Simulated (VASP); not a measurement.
# Ta4O (R3m) in VASP: notebook

The runs below take Ta4O through single point, with PBE.

All numbers are computed with VASP 6.6.1; they aren't measurements. Logs are shortened: lines on timing, memory, paths and dates and some standing lists are left out, and cuts for length are marked.

## Step 1: The cell of the first run

It takes space group R3m (No. 160, trigonal). The conventional cell has a = 5.464 Å, b = 5.464 Å, c = 8.475 Å, α = 90.00°, β = 90.00°, γ = 120.00°. Ta (site symmetry m) has 1 O at 1.48 Å within 2.0 Å. Ta (site symmetry 3m) has 3 Ta at 2.13 Å within 2.8 Å. O (site symmetry 3m) has 3 Ta at 1.48 Å within 2.0 Å.

## Step 2: Single point, PBE

Input file INCAR:

```
SYSTEM = Ta4O
  PREC = Accurate
  ENCUT = 520
  EDIFF = 1E-7
  ISMEAR = 0
  SIGMA = 0.1
  LREAL = .FALSE.
  LASPH = .TRUE.
  NELM = 100
  ALGO = Normal
  ISIF = 2
  LWAVE = .FALSE.
  LCHARG = .TRUE.
  GGA = PE
  LELF = .TRUE.
  LVHAR = .TRUE.
  NBANDS = 33
```

Input file KPOINTS:

```
regular mesh
0
G
  6 6 6
  0 0 0
```

Input file POSCAR:

```
Ta4O
1.0
    2.7319256800      1.5772780300      2.8250314000
   -2.7319256800      1.5772780300      2.8250314000
    0.0000000000     -3.1545560600      2.8250314000
Ta O
4 1
Direct
    0.3294392500      0.8710097800      0.3294392500
    0.3294392500      0.3294392500      0.8710097800
    0.8710097800      0.3294392500      0.3294392500
    0.6610006300      0.6610006300      0.6610006300
    0.1376056100      0.1376056100      0.1376056100
```

Potentials or basis: VASP PAW PBE potentials, release 64 (Ta_pv, O).

Launch:

```sh
$ cat potpaw_PBE.64/Ta_pv/POTCAR potpaw_PBE.64/O/POTCAR > POTCAR
$ mpirun -np 1 vasp_std > vasp.out
```

OUTCAR:

```text
SYSTEM = Ta4O
   PREC = Accurate
   ENCUT = 520
   EDIFF = 1E-7
   ISMEAR = 0
   LREAL = .FALSE.
   LASPH = .TRUE.
   NELM = 100
   ISIF = 2
   GGA = PE

 ion  position               nearest neighbor table
   1  0.329  0.871  0.329-   5 1.48   4 2.13   3 2.50   2 2.50   3 2.96   2 2.96   4 3.14   4 3.14
                             2 3.24   2 3.24   3 3.24   3 3.24
   2  0.329  0.329  0.871-   5 1.48   4 2.13   1 2.50   3 2.50   3 2.96   1 2.96   4 3.14   4 3.14
                             1 3.24   3 3.24   1 3.24   3 3.24
   3  0.871  0.329  0.329-   5 1.48   4 2.13   1 2.50   2 2.50   1 2.96   2 2.96   4 3.14   4 3.14
                             2 3.24   2 3.24   1 3.24   1 3.24
   4  0.661  0.661  0.661-   1 2.13   3 2.13   2 2.13   2 3.14   2 3.14   3 3.14   1 3.14   3 3.14
                             1 3.14
   5  0.138  0.138  0.138-   1 1.48   3 1.48   2 1.48

  LATTYP: Found a trigonal (rhomboedric) cell.
 ALAT       =     4.2346223381
 COS(alpha) =     0.1675878893

  Lattice vectors:

 A1 = (   2.7319256800,   1.5772780300,   2.8250314000)
 A2 = (  -2.7319256800,   1.5772780300,   2.8250314000)
 A3 = (   0.0000000000,  -3.1545560600,   2.8250314000)

Analysis of symmetry for initial positions (statically):
=====================================================================
 Subroutine PRICEL returns:
 Original cell was already a primitive cell.

 Routine SETGRP: Setting up the symmetry group for a
 trigonal (rhombohedral) supercell.

 Subroutine GETGRP returns: Found  6 space group operations
 (whereof  6 operations were pure point group operations)
 out of a pool of 12 trial point group operations.

The static configuration has the point symmetry C_3v.

Analysis of symmetry for dynamics (positions and initial velocities):
=====================================================================
 Subroutine PRICEL returns:
 Original cell was already a primitive cell.

 Routine SETGRP: Setting up the symmetry group for a
 trigonal (rhombohedral) supercell.

 Subroutine GETGRP returns: Found  6 space group operations
 (whereof  6 operations were pure point group operations)
 out of a pool of 12 trial point group operations.

The dynamic configuration has the point symmetry C_3v.

 Subroutine INISYM returns: Found  6 space group operations
 (whereof  6 operations are pure point group operations),
 and found     1 'primitive' translations

----------------------------------------------------------------------------------------

                                     Primitive cell

  volume of cell :      73.0385

[... 98 lines left out ...]
   IBRION =     -1    ionic relax: 0-MD 1-quasi-New 2-CG
   NFREE  =      0    steps in history (QN), initial steepest desc. (CG)
   ISIF   =      2    stress and relaxation
   ISYM   =      2    0-nonsym 1-usesym 2-fastsym
   POTIM  = 0.5000    time-step for ionic-motion
   TEBEG  =    0.0;   TEEND  =   0.0 temperature during run
   PSTRESS=    0.0 pullay stress
   NELECT =      50.0000    total number of electrons
   NUPDOWN=      -1.0000    fix difference up-down
   EMIN   =  10.00;   EMAX   =-10.00  energy-range for DOS
   EFERMI =   0.00;   METHOD = LEGACY
   ISMEAR =     0;   SIGMA  =   0.10  broadening in eV -4-tet -1-fermi 0-gaus
   EFERMI_NEDOS =   21; number of points for ismear=-14 and -15
   IALGO  =     38    algorithm
   IMIX   =      4    mixing-type and parameters
     AMIX     =   0.40;   BMIX     =  1.00
     AMIX_MAG =   1.60;   BMIX_MAG =  1.00
  volume/ion in A,a.u.               =      14.61        98.58
  Fermi-wavevector in a.u.,A,eV,Ry     =   1.442827  2.726548 28.323927  2.081750
  Thomas-Fermi vector in A             =   2.561303
   LORBIT       =      0    0 simple, 1 ext, 2 COOP (PROOUT), +10 PAW based schemes
   GGA     = PE    functional components
   LHFCALC =     F    Hartree Fock is set to
   AEXX    =    0.0000 exact exchange contribution
   IVDW    =     0    specifies the selected vdW correction
   LEPSILON=     F    determine dielectric tensor
   LRPA    =     F    only Hartree local field effects (RPA)
 non-spin polarized calculation
 Gauss-broadening in eV      SIGMA  =   0.10
  energy-cutoff  :      520.00
  volume of cell :       73.04
 maximum number of plane-waves:      1990
   NGX = 15   NGY = 15   NGZ = 15

 number of electron      50.0000008 magnetization

 Free energy of the ion-electron system (eV)
  ---------------------------------------------------
  ext. energy  EPLUGINS =         0.00000000
  ---------------------------------------------------
  free energy    TOTEN  =       -23.62236407 eV

  energy without entropy =      -23.60614852  energy(sigma->0) =      -23.61425629

 E-fermi :   6.4778     XC(G=0): -12.5784

 val. band max:        6.4733632289   @ k =   0.5000   0.3333   0.0000
 cond. band min:       6.4818499020   @ k =   0.5000   0.3333   0.1667
 fundamental gap:      0.0084866731
 Fermi energy:         6.4777805290

 k-point     1 :       0.0000    0.0000    0.0000
  band No.  band energies     occupation
      1     -34.3815      2.00000
      2     -30.9656      2.00000
      3     -30.9656      2.00000
      4     -28.3143      2.00000
      5     -28.2930      2.00000
      6     -28.2930      2.00000
[... 853 lines left out ...]
     32      10.2520      0.00000
     33      11.0985      0.00000

 [... further k-points ...]

------------------------ aborting loop because EDIFF is reached ----------------------------------------

  FORCE on cell =-STRESS in cart. coord.  units (eV):
  Direction    XX          YY          ZZ          XY          YZ          ZX
  --------------------------------------------------------------------------------------
  -------------------------------------------------------------------------------------
  Total      115.1908391    115.1908396     25.0788061      0.0000000      0.0000000      0.0000000
  in kB     2526.8348618   2526.8348722    550.1305655      0.0000000      0.0000000      0.0000000
  external PRESSURE =    1867.9334331 kB  Pullay stress =       0.0000000 kB

 VOLUME and BASIS-vectors are now :
 -----------------------------------------------------------------------------
  energy-cutoff  :      520.00
  volume of cell :       73.04
      direct lattice vectors                 reciprocal lattice vectors
     2.731925680  1.577278030  2.825031400     0.183021084  0.105667272  0.117992789
    -2.731925680  1.577278030  2.825031400    -0.183021084  0.105667272  0.117992789
     0.000000000 -3.154556060  2.825031400     0.000000000 -0.211334544  0.117992789

 POSITION                                       TOTAL-FORCE (eV/Angst)
 -----------------------------------------------------------------------------------
     -1.47953      0.85421      4.32198        30.176747    -17.422553      2.936869
      0.00000     -1.70841      4.32198         0.000000     34.845106      2.936869
      1.47953      0.85421      4.32198       -30.176747    -17.422553      2.936869
      0.00000      0.00000      5.60204         0.000000     -0.000000     17.815613
      0.00000      0.00000      1.16622         0.000000     -0.000000    -26.626220
 -----------------------------------------------------------------------------------
    total drift:                                0.000000      0.000001      0.000787

  FREE ENERGIE OF THE ION-ELECTRON SYSTEM (eV)
  ---------------------------------------------------
  free  energy   TOTEN  =       -23.6223640695 eV

  energy  without entropy=      -23.6061485159  energy(sigma->0) =      -23.61425629
```

stdout:

```text
POSCAR found type information on POSCAR TaO
 POSCAR found :  2 types and       5 ions
 scaLAPACK will be used
 LDA part: xc-table for (Slater+PW92), standard interpolation
 POSCAR, INCAR and KPOINTS ok, starting setup
 FFT: planning ... GRIDC
 FFT: planning ... GRID_SOFT
 FFT: planning ... GRID
 WAVECAR not read
 entering main loop
```

Wall time 37 s (1 thread of AMD EPYC 9R45 (Zen 5), shared host); peak memory 0.18 GiB.

What came out:

| Item | Value |
| --- | --- |
| Free energy | -23.6224 eV |
| Pressure | 186.8 GPa |
| Largest force | 34.969 eV/Å |
| Band gap on the k mesh | zero (band 25 reaches 7.35 eV, above the bottom of band 26 at 6.16 eV) |

Forces in eV/Å, atoms in the order of the input:
```
Ta   30.177 -17.423   2.937
Ta    0.000  34.845   2.937
Ta  -30.177 -17.423   2.937
Ta    0.000   0.000  17.816
O     0.000   0.000 -26.626
```

Caveat: spin-orbit coupling is left out, which moves the levels of the heavy elements; forces of over 1 eV/Å act on the atoms, so gaps and moduli don't describe the material at rest.

## Step 3: Single point, PBE, collinear spin, ferromagnetic start

Input file INCAR:

```
  ALGO = Normal
  EDIFF = 1E-7
  ENCUT = 520
  GGA = PE
  ISIF = 2
  ISMEAR = 0
  ISPIN = 2
  LASPH = T
  LCHARG = T
  LELF = T
  LMAXMIX = 4
  LORBIT = 11
  LREAL = F
  LVHAR = T
  LWAVE = F
  MAGMOM = 1 1 1 1 0
  NBANDS = 37
  NELM = 150
  PREC = Accurate
  SIGMA = 0.1
```

Input file KPOINTS:

```
k-points
0
Gamma
  6 6 6
```

POSCAR is that of step 2.

Potentials or basis: VASP PAW PBE potentials, release 64 (Ta_pv, O).

Launch:

```sh
$ cat potpaw_PBE.64/Ta_pv/POTCAR potpaw_PBE.64/O/POTCAR > POTCAR
$ mpirun -np 1 vasp_std > vasp.out
```

OUTCAR:

```text
EDIFF = 1E-7
   ENCUT = 520
   GGA = PE
   ISIF = 2
   ISMEAR = 0
   ISPIN = 2
   LASPH = T
   LORBIT = 11
   LREAL = F
   NELM = 150
   PREC = Accurate

 ion  position               nearest neighbor table
   1  0.329  0.871  0.329-   5 1.48   4 2.13   3 2.50   2 2.50   3 2.96   2 2.96   4 3.14   4 3.14
                             2 3.24   2 3.24   3 3.24   3 3.24
   2  0.329  0.329  0.871-   5 1.48   4 2.13   1 2.50   3 2.50   3 2.96   1 2.96   4 3.14   4 3.14
                             1 3.24   3 3.24   1 3.24   3 3.24
   3  0.871  0.329  0.329-   5 1.48   4 2.13   1 2.50   2 2.50   1 2.96   2 2.96   4 3.14   4 3.14
                             2 3.24   2 3.24   1 3.24   1 3.24
   4  0.661  0.661  0.661-   1 2.13   3 2.13   2 2.13   2 3.14   2 3.14   3 3.14   1 3.14   3 3.14
                             1 3.14
   5  0.138  0.138  0.138-   1 1.48   3 1.48   2 1.48

  LATTYP: Found a trigonal (rhomboedric) cell.
 ALAT       =     4.2346223381
 COS(alpha) =     0.1675878893

  Lattice vectors:

 A1 = (   2.7319256800,   1.5772780300,   2.8250314000)
 A2 = (  -2.7319256800,   1.5772780300,   2.8250314000)
 A3 = (   0.0000000000,  -3.1545560600,   2.8250314000)

Analysis of symmetry for initial positions (statically):
=====================================================================
 Subroutine PRICEL returns:
 Original cell was already a primitive cell.

 Routine SETGRP: Setting up the symmetry group for a
 trigonal (rhombohedral) supercell.

 Subroutine GETGRP returns: Found  6 space group operations
 (whereof  6 operations were pure point group operations)
 out of a pool of 12 trial point group operations.

The static configuration has the point symmetry C_3v.

Analysis of symmetry for dynamics (positions and initial velocities):
=====================================================================
 Subroutine PRICEL returns:
 Original cell was already a primitive cell.

 Routine SETGRP: Setting up the symmetry group for a
 trigonal (rhombohedral) supercell.

 Subroutine GETGRP returns: Found  6 space group operations
 (whereof  6 operations were pure point group operations)
[... 182 lines left out ...]
  band No.  band energies     occupation
      1     -34.3815      1.00000
      2     -30.9656      1.00000
      3     -30.9656      1.00000
      4     -28.3143      1.00000
      5     -28.2930      1.00000
      6     -28.2930      1.00000
[... 949 lines left out ...]
     36      13.5170      0.00000
     37      13.9170      0.00000

 [... further k-points ...]

 spin component 2

 k-point     1 :       0.0000    0.0000    0.0000
  band No.  band energies     occupation
      1     -34.3815      1.00000
      2     -30.9656      1.00000
      3     -30.9656      1.00000
      4     -28.3143      1.00000
      5     -28.2930      1.00000
      6     -28.2930      1.00000
[... 949 lines left out ...]
     36      13.5170      0.00000
     37      13.9170      0.00000

 [... further k-points ...]

------------------------ aborting loop because EDIFF is reached ----------------------------------------

  FORCE on cell =-STRESS in cart. coord.  units (eV):
  Direction    XX          YY          ZZ          XY          YZ          ZX
  --------------------------------------------------------------------------------------
  -------------------------------------------------------------------------------------
  Total      115.1911461    115.1911466     25.0792394     -0.0000000      0.0000000      0.0000000
  in kB     2526.8415965   2526.8416069    550.1400705     -0.0000000      0.0000000      0.0000000
  external PRESSURE =    1867.9410913 kB  Pullay stress =       0.0000000 kB

 VOLUME and BASIS-vectors are now :
 -----------------------------------------------------------------------------
  energy-cutoff  :      520.00
  volume of cell :       73.04
      direct lattice vectors                 reciprocal lattice vectors
     2.731925680  1.577278030  2.825031400     0.183021084  0.105667272  0.117992789
    -2.731925680  1.577278030  2.825031400    -0.183021084  0.105667272  0.117992789
     0.000000000 -3.154556060  2.825031400     0.000000000 -0.211334544  0.117992789

 POSITION                                       TOTAL-FORCE (eV/Angst)
 -----------------------------------------------------------------------------------
     -1.47953      0.85421      4.32198        30.176598    -17.422467      2.936844
      0.00000     -1.70841      4.32198        -0.000000     34.844934      2.936844
      1.47953      0.85421      4.32198       -30.176598    -17.422467      2.936844
      0.00000      0.00000      5.60204        -0.000000     -0.000000     17.815684
      0.00000      0.00000      1.16622        -0.000000      0.000000    -26.626216
 -----------------------------------------------------------------------------------
    total drift:                                0.000000      0.000001      0.000577

  FREE ENERGIE OF THE ION-ELECTRON SYSTEM (eV)
  ---------------------------------------------------
  free  energy   TOTEN  =       -23.6223640487 eV

  energy  without entropy=      -23.6061484182  energy(sigma->0) =      -23.61425623

 total charge

# of ion       s       p       d       tot
------------------------------------------
    1        0.463   6.382   3.292  10.137
    2        0.463   6.382   3.292  10.137
    3        0.463   6.382   3.292  10.137
    4        0.382   6.143   3.332   9.856
    5        1.741   4.130   0.000   5.871
--------------------------------------------------
tot          3.511  29.420  13.207  46.138

 magnetization (x)

# of ion       s       p       d       tot
------------------------------------------
    1        0.000  -0.000  -0.000  -0.000
    2        0.000  -0.000  -0.000  -0.000
    3        0.000  -0.000  -0.000  -0.000
    4       -0.000  -0.000  -0.000  -0.000
    5        0.000  -0.000   0.000   0.000
--------------------------------------------------
tot          0.000  -0.000  -0.000  -0.000
```

OSZICAR:

```text
N       E                     dE             d eps       ncg     rms          rms(c)
DAV:   1     0.578033374336E+03    0.57803E+03   -0.28145E+04  4736   0.145E+03
DAV:   2     0.238377121251E+01   -0.57565E+03   -0.55432E+03  5203   0.459E+02
DAV:   3    -0.276517086590E+02   -0.30035E+02   -0.29323E+02  5774   0.103E+02
DAV:   4    -0.281113830860E+02   -0.45967E+00   -0.45781E+00  5633   0.130E+01
DAV:   5    -0.281171112846E+02   -0.57282E-02   -0.57270E-02  5574   0.140E+00    0.721E+01
DAV:   6    -0.238752656286E+02    0.42418E+01   -0.11786E+01  6974   0.275E+01    0.377E+01
DAV:   7    -0.236911721493E+02    0.18409E+00   -0.33422E+00  5351   0.120E+01    0.112E+01
DAV:   8    -0.236583014845E+02    0.32871E-01   -0.49316E-01  5538   0.717E+00    0.393E+00
DAV:   9    -0.236237054036E+02    0.34596E-01   -0.84380E-02  5357   0.287E+00    0.794E-01
DAV:  10    -0.236223765143E+02    0.13289E-02   -0.16366E-02  5578   0.868E-01    0.278E-01
DAV:  11    -0.236224129222E+02   -0.36408E-04   -0.22050E-03  5318   0.373E-01    0.123E-01
DAV:  12    -0.236223980453E+02    0.14877E-04   -0.35623E-04  5711   0.125E-01    0.630E-02
DAV:  13    -0.236223687821E+02    0.29263E-04   -0.33483E-05  5538   0.387E-02    0.269E-02
DAV:  14    -0.236223641236E+02    0.46585E-05   -0.15822E-05  5782   0.267E-02    0.112E-02
DAV:  15    -0.236223639797E+02    0.14387E-06   -0.20736E-06  5599   0.103E-02    0.331E-03
DAV:  16    -0.236223640804E+02   -0.10074E-06   -0.62358E-07  5132   0.547E-03    0.154E-03
DAV:  17    -0.236223640487E+02    0.31725E-07   -0.14474E-07  3425   0.278E-03
   1 F= -.23622364E+02 E0= -.23614256E+02  d E =-.162156E-01  mag=    -0.0000
```

It took 2.2 min on 1 thread of AMD EPYC 7R13, shared host; peak memory 0.28 GiB.

What came out:

```yaml
Free_energy: -23.6224 eV
Pressure: 186.8 GPa
Largest_force: 34.968 eV/Å
Band_gap_on_the_k_mesh: zero (filled and empty bands overlap)
Net_moment: 0.00 μB per cell
Valence_electrons_inside_the_program's_atomic_spheres: Ta 10.14, 9.86; O 5.87
```

Forces in eV/Å, atoms in the order of the input:
```
Ta   30.177 -17.422   2.937
Ta    0.000  34.845   2.937
Ta  -30.177 -17.422   2.937
Ta    0.000   0.000  17.816
O     0.000   0.000 -26.626
```

Caveat: spin-orbit coupling is left out, which moves the levels of the heavy elements; forces of over 1 eV/Å act on the atoms, so gaps and moduli don't describe the material at rest.

## Step 4: Single point, PBE

Input file INCAR:

```
SYSTEM = Ta4O
  PREC = Accurate
  ENCUT = 600
  EDIFF = 1E-6
  ISMEAR = 0
  SIGMA = 0.1
  LREAL = .FALSE.
  LASPH = .TRUE.
  NELM = 120
  ALGO = Normal
  ISIF = 2
  LWAVE = .FALSE.
  LCHARG = .TRUE.
  GGA = PE
  LELF = .TRUE.
  LVHAR = .TRUE.
  NBANDS = 37
  GGA_COMPAT = .FALSE.
```

Input file KPOINTS:

```
regular mesh
0
G
  6 6 6
  0 0 0
```

POSCAR is that of step 3.

Potentials or basis: VASP PAW PBE potentials, release 64 (Ta_sv_GW, O).

Launch:

```sh
$ cat potpaw_PBE.64/Ta_sv_GW/POTCAR potpaw_PBE.64/O/POTCAR > POTCAR
$ mpirun -np 1 vasp_std > vasp.out
```

Run time: 4.4 min. Hardware: 1 thread of Intel Xeon Platinum 8259CL at 2.50GHz (Skylake/Cascade Lake), shared host; peak memory 0.25 GiB.

It converged, with:

```yaml
Free_energy: -34.1319 eV
Pressure: 179.7 GPa
Largest_force: 32.735 eV/Å
Band_gap_on_the_k_mesh: zero (band 29 reaches 12.30 eV, above the bottom of band 30 at 11.11 eV)
```

Forces in eV/Å, atoms in the order of the input:
```
Ta   28.271 -16.322   2.432
Ta    0.000  32.644   2.432
Ta  -28.271 -16.322   2.432
Ta    0.000   0.000  17.955
O     0.000   0.000 -25.251
```

Stress tensor (GPa, compression positive):
```
242.63   0.00   0.00
  0.00 242.63   0.00
  0.00   0.00  53.93
```

Levels at points of the mesh, in eV from the Fermi level:
| k point | band 27 | band 28 | band 29 | band 30 | band 31 | band 32 |
| --- | --- | --- | --- | --- | --- | --- |
| (0.00, 0.00, 0.00) | -1.45 | -0.11 | -0.11 | 1.93 | 1.93 | 2.97 |
| (0.50, 0.00, 0.00) | -1.39 | -1.08 | -0.31 | 0.64 | 0.70 | 1.81 |
| (0.50, 0.50, 0.00) | -1.77 | -1.13 | -0.38 | -0.30 | 0.58 | 1.44 |
| (0.50, 0.50, 0.50) | -0.33 | -0.33 | 0.21 | 1.69 | 2.37 | 2.45 |

Caveat: spin-orbit coupling is left out, which moves the levels of the heavy elements; forces of over 1 eV/Å act on the atoms, so gaps and moduli don't describe the material at rest.

## Step 5: Overview

```tsv
potentials or basis	spin	cutoff (eV)	second run	gap on the mesh (eV)	pressure (GPa)	largest force (eV/Å)
VASP PAW PBE potentials, release 64 (Ta_pv, O)	off	520	-	none	186.8	34.97
VASP PAW PBE potentials, release 64 (Ta_pv, O)	collinear, ferromagnetic start	520	-	none	186.8	34.97
VASP PAW PBE potentials, release 64 (Ta_sv_GW, O)	off	600	valence_matched	none	179.7	32.73
```

Alike in all rows: task single point; level PBE; cell as given; k mesh 6 × 6 × 6; smearing gaussian 0.1 eV.

Caveats: spin-orbit coupling is left out, which moves the levels of the heavy elements; forces of over 1 eV/Å act on the atoms, so gaps and moduli don't describe the material at rest.

Absolute energies hang on the potentials; compare differences alone.
